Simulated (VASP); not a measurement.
Ti:

```
Ti
1.0
     2.61201    0.00000    0.00000
     0.00000    2.61201    0.00000
     0.00000    0.00000    2.61201
Ti
1
Direct
  0.00000 0.00000 0.00000
```

```yaml
Program: VASP 6.6.1
Task: relaxation of cell and atoms
Functional: r2SCAN
Potentials_or_basis: VASP PAW PBE potentials, release 64 (Ti_sv)
Cutoff: 600 eV
k_mesh: 22 × 22 × 22
Occupations: gaussian, width 0.1 eV
Spin: no spin polarisation
```

At the start: pressure 1.9 GPa; volume 17.82 Å³/atom.

How do energy, volume and symmetry change on relaxing?

Over 3 steps the energy falls by 2.4 meV/atom and the volume is 18.23 Å³/atom (+2.3 %); space group Pm-3m (No. 221, to 0.05 Å).

Step by step:
```csv
step,energy change (eV),largest force (eV/Å),pressure (GPa),volume (Å³)
1,0.0000,0.0000,1.88,17.82
2,-0.0022,0.0000,-0.57,18.36
3,-0.0024,0.0000,0.03,18.23
```

Final structure:
```
CELL_PARAMETERS angstrom
2.63206 0.00000 0.00000
0.00000 2.63206 0.00000
0.00000 0.00000 2.63206
ATOMIC_POSITIONS crystal
Ti 0.00000 0.00000 0.00000
```

Caveat: the PAW data sets were made with another functional, which shifts forces and pressure a little.
